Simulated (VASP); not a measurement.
# As (R-3m) in VASP: further runs, part 2 of 2

VASP 6.6.1. Earlier steps stand in the parts before.

### 4 Electric field gradients, LDA (20.91 Å³/atom)

This run uses another cell than the first one, of 20.91 Å³/atom.

File INCAR:

```
SYSTEM = As
ALGO = Normal
EDIFF = 1E-8
ENCUT = 520
ISIF = 2
ISMEAR = -1
LASPH = .True.
LCHARG = .False.
LEFG = .True.
LREAL = .False.
LWAVE = .False.
NBANDS = 12
NELM = 100
PREC = Accurate
SIGMA = 0.05
```

File KPOINTS:

```
k-points
0
Gamma
  13 13 13
  0 0 0
```

File POSCAR:

```
As
1.0
    1.8671333092      1.0779899187      3.4623748656
   -1.8671333092      1.0779899187      3.4623748656
    0.0000000000     -2.1559798374      3.4623748656
As
2
Direct
    0.2275400000      0.2275400000      0.2275400000
    0.7724600000      0.7724600000      0.7724600000
```

Potentials or basis: VASP PAW LDA potentials, release 64 (As).

The run is started by

```sh
cat potpaw_LDA.64/As/POTCAR > POTCAR
mpirun -np 1 vasp_std > vasp.out
```

OUTCAR:

```text
SYSTEM = As
   EDIFF = 1E-8
   ENCUT = 520
   ISIF = 2
   ISMEAR = -1
   LASPH = .True.
   LREAL = .False.
   NELM = 100
   PREC = Accurate

 ion  position               nearest neighbor table
   1  0.228  0.228  0.228-   2 2.50   2 2.50   2 2.50
   2  0.772  0.772  0.772-   1 2.50   1 2.50   1 2.50

  LATTYP: Found a trigonal (rhomboedric) cell.
 ALAT       =     4.0787606903
 COS(alpha) =     0.5808936906

  Lattice vectors:

 A1 = (   1.8671333092,   1.0779899187,   3.4623748656)
 A2 = (  -1.8671333092,   1.0779899187,   3.4623748656)
 A3 = (   0.0000000000,  -2.1559798374,   3.4623748656)

Analysis of symmetry for initial positions (statically):
=====================================================================
 Subroutine PRICEL returns:
 Original cell was already a primitive cell.

 Routine SETGRP: Setting up the symmetry group for a
 trigonal (rhombohedral) supercell.

 Subroutine GETGRP returns: Found 12 space group operations
 (whereof 12 operations were pure point group operations)
 out of a pool of 12 trial point group operations.
[... 549 lines left out ...]
    -1.867133309  1.077989919  3.462374866    -0.267790199  0.154608743  0.096273034
     0.000000000 -2.155979837  3.462374866     0.000000000 -0.309217487  0.096273034

 POSITION                                       TOTAL-FORCE (eV/Angst)
 -----------------------------------------------------------------------------------
      0.00000      0.00000      2.36349         0.000000      0.000000      0.277237
      0.00000      0.00000      8.02364         0.000000      0.000000     -0.277237
 -----------------------------------------------------------------------------------
    total drift:                                0.000000      0.000000     -0.000000

  FREE ENERGIE OF THE ION-ELECTRON SYSTEM (eV)
  ---------------------------------------------------
  free  energy   TOTEN  =       -10.7693340830 eV

  energy  without entropy=      -10.7682533428  energy(sigma->0) =      -10.76879371

 Electric field gradients (V/A^2)
---------------------------------------------------------------------
 ion       V_xx      V_yy      V_zz      V_xy      V_xz      V_yz
---------------------------------------------------------------------
   1      22.968    22.968   -45.936    -0.000     0.000    -0.000
   2      22.968    22.968   -45.936     0.000     0.000    -0.000
---------------------------------------------------------------------

 Electric field gradients after diagonalization (V/A^2)
 (convention: |V_zz| > |V_xx| > |V_yy|)
----------------------------------------------------------------------
 ion       V_xx      V_yy      V_zz     asymmetry (V_yy - V_xx)/ V_zz
----------------------------------------------------------------------
   1      22.968    22.968   -45.936       0.000
   2      22.968    22.968   -45.936       0.000
----------------------------------------------------------------------

           NMR quadrupolar parameters

 Cq : quadrupolar parameter    Cq=e*Q*V_zz/h
 eta: asymmetry parameters     (V_yy - V_xx)/ V_zz
 Q  : nuclear electric quadrupole moment in mb (millibarn)
----------------------------------------------------------------------
 ion       Cq(MHz)       eta       Q (mb)
----------------------------------------------------------------------
   1      -0.111       0.000       1.000
   2      -0.111       0.000       1.000
----------------------------------------------------------------------
```

OSZICAR:

```text
N       E                     dE             d eps       ncg     rms          rms(c)
DAV:   1     0.280008170414E+02    0.28001E+02   -0.42373E+03  5544   0.698E+02
DAV:   2    -0.914306294190E+01   -0.37144E+02   -0.35560E+02  7344   0.112E+02
DAV:   3    -0.108119273291E+02   -0.16689E+01   -0.16621E+01  7076   0.245E+01
DAV:   4    -0.108203508140E+02   -0.84235E-02   -0.84222E-02  6208   0.197E+00
DAV:   5    -0.108203722624E+02   -0.21448E-04   -0.21448E-04  7012   0.108E-01    0.371E+00
DAV:   6    -0.107864421929E+02    0.33930E-01   -0.98191E-03  6124   0.510E-01    0.220E+00
DAV:   7    -0.107693699449E+02    0.17072E-01   -0.18613E-02  6284   0.720E-01    0.735E-02
DAV:   8    -0.107693300215E+02    0.39923E-04   -0.52943E-04  6416   0.144E-01    0.229E-02
DAV:   9    -0.107693341981E+02   -0.41767E-05   -0.29944E-05  6816   0.306E-02    0.105E-02
DAV:  10    -0.107693339693E+02    0.22887E-06   -0.15159E-06  6440   0.671E-03    0.314E-03
DAV:  11    -0.107693340899E+02   -0.12066E-06   -0.16509E-07  6640   0.253E-03    0.617E-04
DAV:  12    -0.107693340830E+02    0.68822E-08   -0.23473E-08  6352   0.725E-04
   1 F= -.10769334E+02 E0= -.10768794E+02  d E =-.108074E-02
```

Run time: 44 s. Hardware: 1 thread of AMD EPYC 9R45 (Zen 5), shared host; peak memory 0.19 GiB.

What came out:

```
Free energy                             : -10.7693 eV
Pressure                                : 0.5 GPa
Largest force                           : 0.277 eV/Å
Band gap on the k mesh                  : zero (bands 5 and 6 overlap by 0.36 eV)
Largest electric field gradient by atom : As -45.9 V/Å²
```

Forces on the atoms (eV/Å):
```
As   0.000  0.000  0.277
As   0.000  0.000 -0.277
```

Stress tensor (GPa, compression positive):
```
 1.08  0.00  0.00
 0.00  1.08  0.00
 0.00  0.00 -0.56
```

Levels at points of the mesh, in eV from the Fermi level:
```tsv
k point	band 3	band 4	band 5	band 6	band 7	band 8
(0.00, 0.00, 0.00)	-2.66	-2.10	-2.10	1.68	2.91	2.91
```

Electric field gradients, principal values (V/Å²):
```tsv
atom	least	middle	greatest (by size)
1 As	22.968	22.968	-45.936
2 As	22.968	22.968	-45.936
```

Caveat: without QUAD_EFG the Cq values of the log hold for a quadrupole moment of 1 mb, not for the nuclei.

### 5 Electric field gradients, LDA (20.91 Å³/atom)

This run uses another cell than the first one, of 20.91 Å³/atom.

File INCAR:

```
  PREC = Accurate
  ENCUT = 520
  EDIFF = 1E-8
  ISMEAR = -1
  SIGMA = 0.05
  LREAL = F
  LASPH = T
  NELM = 60
  ALGO = Normal
  ISIF = 2
  LWAVE = F
  LCHARG = F
  GGA = CA
  LEFG = T
  NBANDS = 12
```

File KPOINTS:

```
Automatic mesh
0
Gamma
  13 13 13
```

POSCAR is that of step 4.

Potentials or basis: VASP PAW LDA potentials, release 64 (As).

The run is started by

```sh
cat potpaw_LDA.64/As/POTCAR > POTCAR
mpirun -np 1 vasp_std > vasp.out
```

OUTCAR:

```text
PREC = Accurate
   ENCUT = 520
   EDIFF = 1E-8
   ISMEAR = -1
   LREAL = F
   LASPH = T
   NELM = 60
   ISIF = 2
   GGA = CA

 ion  position               nearest neighbor table
   1  0.228  0.228  0.228-   2 2.50   2 2.50   2 2.50
   2  0.772  0.772  0.772-   1 2.50   1 2.50   1 2.50

  LATTYP: Found a trigonal (rhomboedric) cell.
 ALAT       =     4.0787606903
 COS(alpha) =     0.5808936906

  Lattice vectors:

 A1 = (   1.8671333092,   1.0779899187,   3.4623748656)
 A2 = (  -1.8671333092,   1.0779899187,   3.4623748656)
 A3 = (   0.0000000000,  -2.1559798374,   3.4623748656)

Analysis of symmetry for initial positions (statically):
=====================================================================
 Subroutine PRICEL returns:
 Original cell was already a primitive cell.

 Routine SETGRP: Setting up the symmetry group for a
 trigonal (rhombohedral) supercell.

 Subroutine GETGRP returns: Found 12 space group operations
 (whereof 12 operations were pure point group operations)
 out of a pool of 12 trial point group operations.

The static configuration has the point symmetry D_3d.

Analysis of symmetry for dynamics (positions and initial velocities):
=====================================================================
 Subroutine PRICEL returns:
 Original cell was already a primitive cell.

 Routine SETGRP: Setting up the symmetry group for a
 trigonal (rhombohedral) supercell.

 Subroutine GETGRP returns: Found 12 space group operations
 (whereof 12 operations were pure point group operations)
 out of a pool of 12 trial point group operations.

The dynamic configuration has the point symmetry D_3d.

 Subroutine INISYM returns: Found 12 space group operations
 (whereof 12 operations are pure point group operations),
 and found     1 'primitive' translations

----------------------------------------------------------------------------------------

                                     Primitive cell

  volume of cell :      41.8134

  direct lattice vectors                    reciprocal lattice vectors
     1.867133309  1.077989919  3.462374866     0.267790199  0.154608743  0.096273034
    -1.867133309  1.077989919  3.462374866    -0.267790199  0.154608743  0.096273034
     0.000000000 -2.155979837  3.462374866     0.000000000 -0.309217487  0.096273034

  length of vectors
     4.078760690  4.078760690  4.078760690     0.323857918  0.323857918  0.323857918

  position of ions in fractional coordinates (direct lattice)
     0.227540000  0.227540000  0.227540000
     0.772460000  0.772460000  0.772460000

  ion indices of the primitive-cell ions
   primitive index   ion index
                 1           1
                 2           2

----------------------------------------------------------------------------------------

 KPOINTS: Automatic mesh

Automatic generation of k-mesh.
 Grid dimensions read from file:
 generate k-points for:   13   13   13

 Generating k-lattice:

  Cartesian coordinates                     Fractional coordinates (reciprocal lattice)
[... 81 lines left out ...]
  volume/ion in A,a.u.               =      20.91       141.09
  Fermi-wavevector in a.u.,A,eV,Ry     =   1.016178  1.920298 14.049612  1.032617
  Thomas-Fermi vector in A             =   2.149506
   LORBIT       =      0    0 simple, 1 ext, 2 COOP (PROOUT), +10 PAW based schemes
   GGA     = CA    functional components
   LHFCALC =     F    Hartree Fock is set to
   AEXX    =    0.0000 exact exchange contribution
   IVDW    =     0    specifies the selected vdW correction
   LEPSILON=     F    determine dielectric tensor
   LRPA    =     F    only Hartree local field effects (RPA)
 non-spin polarized calculation
  energy-cutoff  :      520.00
  volume of cell :       41.81
 maximum number of plane-waves:      1139
   NGX = 15   NGY = 15   NGZ = 15

 number of electron      10.0000000 magnetization

 number of electron       9.9999999 magnetization

 Free energy of the ion-electron system (eV)
  ---------------------------------------------------
  ext. energy  EPLUGINS =         0.00000000
  ---------------------------------------------------
  free energy    TOTEN  =       -10.76933408 eV

  energy without entropy =      -10.76825334  energy(sigma->0) =      -10.76879371

 E-fermi :   5.8339     XC(G=0): -10.2873

 val. band max:        5.8082967402   @ k =   0.4615   0.0769   0.0769
 cond. band min:       5.8847221721   @ k =   0.3846   0.1538   0.1538
 fundamental gap:      0.0764254319
 Fermi energy:         5.8338816911

 k-point     1 :       0.0000    0.0000    0.0000
  band No.  band energies     occupation
      1      -9.5063      2.00000
      2       0.0504      2.00000
      3       3.1746      2.00000
      4       3.7300      2.00000
      5       3.7300      2.00000
      6       7.5096      0.00000
      7       8.7419      0.00000
      8       8.7419      0.00000
      9      12.5567      0.00000
     10      12.5567      0.00000
     11      12.9890      0.00000
     12      14.5282      0.00000
[... 331 lines left out ...]
 k-point    24 :       0.4615    0.1538    0.0000
  band No.  band energies     occupation
      1      -7.1594      2.00000
      2      -4.5426      2.00000
      3       1.4895      2.00000
      4       2.2480      2.00000
      5       3.8808      2.00000
      6       7.4440      0.00000
      7       7.6166      0.00000
      8       8.7498      0.00000
      9      12.4076      0.00000
     10      15.4730      0.00000
     11      15.9905      0.00000
     12      17.8740      0.00000

 [... further k-points ...]

------------------------ aborting loop because EDIFF is reached ----------------------------------------

  FORCE on cell =-STRESS in cart. coord.  units (eV):
  Direction    XX          YY          ZZ          XY          YZ          ZX
  --------------------------------------------------------------------------------------
  -------------------------------------------------------------------------------------
  Total        0.2819443      0.2819443     -0.1458084      0.0000000      0.0000000      0.0000000
  in kB       10.8033530     10.8033530     -5.5869890      0.0000000      0.0000000      0.0000000
  external PRESSURE =       5.3399057 kB  Pullay stress =       0.0000000 kB

 VOLUME and BASIS-vectors are now :
 -----------------------------------------------------------------------------
  energy-cutoff  :      520.00
  volume of cell :       41.81
      direct lattice vectors                 reciprocal lattice vectors
     1.867133309  1.077989919  3.462374866     0.267790199  0.154608743  0.096273034
    -1.867133309  1.077989919  3.462374866    -0.267790199  0.154608743  0.096273034
     0.000000000 -2.155979837  3.462374866     0.000000000 -0.309217487  0.096273034

 POSITION                                       TOTAL-FORCE (eV/Angst)
 -----------------------------------------------------------------------------------
      0.00000      0.00000      2.36349         0.000000      0.000000      0.277237
      0.00000      0.00000      8.02364         0.000000      0.000000     -0.277237
 -----------------------------------------------------------------------------------
    total drift:                                0.000000      0.000000     -0.000000

  FREE ENERGIE OF THE ION-ELECTRON SYSTEM (eV)
  ---------------------------------------------------
  free  energy   TOTEN  =       -10.7693340830 eV

  energy  without entropy=      -10.7682533428  energy(sigma->0) =      -10.76879371

 Electric field gradients (V/A^2)
---------------------------------------------------------------------
 ion       V_xx      V_yy      V_zz      V_xy      V_xz      V_yz
---------------------------------------------------------------------
   1      22.968    22.968   -45.936    -0.000     0.000    -0.000
   2      22.968    22.968   -45.936     0.000     0.000    -0.000
---------------------------------------------------------------------

 Electric field gradients after diagonalization (V/A^2)
 (convention: |V_zz| > |V_xx| > |V_yy|)
----------------------------------------------------------------------
 ion       V_xx      V_yy      V_zz     asymmetry (V_yy - V_xx)/ V_zz
----------------------------------------------------------------------
   1      22.968    22.968   -45.936       0.000
   2      22.968    22.968   -45.936       0.000
----------------------------------------------------------------------

           NMR quadrupolar parameters

 Cq : quadrupolar parameter    Cq=e*Q*V_zz/h
 eta: asymmetry parameters     (V_yy - V_xx)/ V_zz
 Q  : nuclear electric quadrupole moment in mb (millibarn)
----------------------------------------------------------------------
 ion       Cq(MHz)       eta       Q (mb)
----------------------------------------------------------------------
   1      -0.111       0.000       1.000
   2      -0.111       0.000       1.000
----------------------------------------------------------------------
```

Run time: 45 s. Hardware: 1 thread of AMD EPYC 9R45 (Zen 5), shared host; peak memory 0.19 GiB.

Results:

| Property | Result |
| --- | --- |
| Free energy | -10.7693 eV |
| Pressure | 0.5 GPa |
| Largest force | 0.277 eV/Å |
| Band gap on the k mesh | zero (bands 5 and 6 overlap by 0.36 eV) |
| Largest electric field gradient by atom | As -45.9 V/Å² |

Forces in eV/Å, atoms in the order of the input:
```
As   0.000  0.000  0.277
As   0.000  0.000 -0.277
```

Stress tensor (GPa, compression positive):
```
 1.08  0.00  0.00
 0.00  1.08  0.00
 0.00  0.00 -0.56
```

Electric field gradients, principal values (V/Å²):
```
atom   least  middle  greatest (by size)
1 As  22.968  22.968             -45.936
2 As  22.968  22.968             -45.936
```

Caveat: without QUAD_EFG the Cq values of the log hold for a quadrupole moment of 1 mb, not for the nuclei.

### 6 The runs side by side

| cell | gap on the mesh (eV) | pressure (GPa) | largest force (eV/Å) |
| --- | --- | --- | --- |
| a = 4.022 Å, angles 54.5°, 2 atoms | none | 4.4 | 0.59 |
| a = 4.051 Å, angles 54.5°, 2 atoms | none | 2.4 | 0.43 |
| a = 4.079 Å, angles 54.5°, 2 atoms | none | 0.5 | 0.28 |

Alike in all rows: task electric field gradients; level LDA; potentials or basis VASP PAW LDA potentials, release 64 (As); no spin polarisation; k mesh 13 × 13 × 13; cutoff (eV) 520; smearing fermi-dirac 0.05 eV.

Caveats: the cell stands under pressure (at least some runs).

Total energies depend on the potentials used, so only differences within one code and one set of settings carry meaning.

The gap in the log of VASP goes by the Fermi energy; the results here count the filled bands.